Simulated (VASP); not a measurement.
Here is a VASP 6.6.1 calculation.

POSCAR

```
CoO
1.0
    2.7802895848      0.0000028376      0.0000000000
   -1.3901472498      2.4077999915      0.0000000000
    0.0000000000      0.0000000000      2.6853595008
Co O
1 1
Direct
    0.0000000000      0.0000000000      0.5000000000
    0.6666666667      0.3333333333      0.0000000000
```

The input INCAR.step1:

```
SYSTEM = CoO
ALGO     = Normal         ! electronic algorithm
EDIFF    = 1E-5           ! SCF threshold, eV
ENCUT    = 520            ! plane-wave cutoff, eV
GGA      = PE             ! functional
ISIF     = 2              ! what is computed and relaxed
ISMEAR   = -1             ! smearing method
ISPIN    = 2              ! spin polarisation
LASPH    = .TRUE.         ! aspherical terms in the spheres
LCHARG   = .FALSE.        ! write CHGCAR
LMAXMIX  = 4              ! l up to which the mixer works
LORBIT   = 11             ! projections on sites
LREAL    = .FALSE.        ! projectors in reciprocal space
LWAVE    = .TRUE.         ! write WAVECAR
MAGMOM   = 2 0            ! initial moments
NBANDS   = 18             ! bands
NELM     = 150            ! most SCF steps
PREC     = Accurate       ! precision mode
SIGMA    = 0.05           ! smearing width, eV
```

Contents of INCAR.step2:

```
SYSTEM = CoO
AEXX     = 0.25           ! exact-exchange fraction
ALGO     = Normal         ! electronic algorithm
EDIFF    = 1E-6           ! SCF threshold, eV
ENCUT    = 520            ! plane-wave cutoff, eV
GGA      = PS             ! functional
ISIF     = 2              ! what is computed and relaxed
ISMEAR   = -1             ! smearing method
ISPIN    = 2              ! spin polarisation
ISTART   = 1            
LASPH    = .TRUE.         ! aspherical terms in the spheres
LCHARG   = .FALSE.        ! write CHGCAR
LHFCALC  = .TRUE.         ! exact exchange
LMAXMIX  = 4              ! l up to which the mixer works
LORBIT   = 11             ! projections on sites
LREAL    = .FALSE.        ! projectors in reciprocal space
LWAVE    = .FALSE.        ! write WAVECAR
MAGMOM   = 2 0            ! initial moments
NBANDS   = 18             ! bands
NELM     = 150            ! most SCF steps
PREC     = Accurate       ! precision mode
PRECFOCK = Normal       
SIGMA    = 0.05           ! smearing width, eV
```

KPOINTS

```
k-points
0
G
  6 6 5
  0 0 0
```

Potentials or basis: VASP PAW PBE potentials, release 64 (Co, O).

The run is started by

```bash
$ cat potpaw_PBE.64/Co/POTCAR potpaw_PBE.64/O/POTCAR > POTCAR
$ cp INCAR.step1 INCAR
$ mpirun -np 1 vasp_std > vasp.out
$ cp INCAR.step2 INCAR
$ mpirun -np 1 vasp_std > vasp.out
```

Task: Predict the site moments.

Result: Co +2.67; O +0.31 μB.

Task: What does it give for the net moment?

Result: 3.00 μB per cell.

Task: Estimate the band gap on the k mesh.

Result: Zero (filled and empty bands overlap).

Stress tensor (GPa, compression positive):
```
 0.07  0.00  0.00
 0.00  0.07  0.00
 0.00  0.00 -0.35
```

Caveat: the k points lie up to 0.47 Å⁻¹ apart, too coarse for converged energies and pressures of a metal; the PAW data sets were made with another functional, which shifts forces and pressure a little; a cell with one magnetic atom can't hold antiferromagnetic order, which such compounds often take.
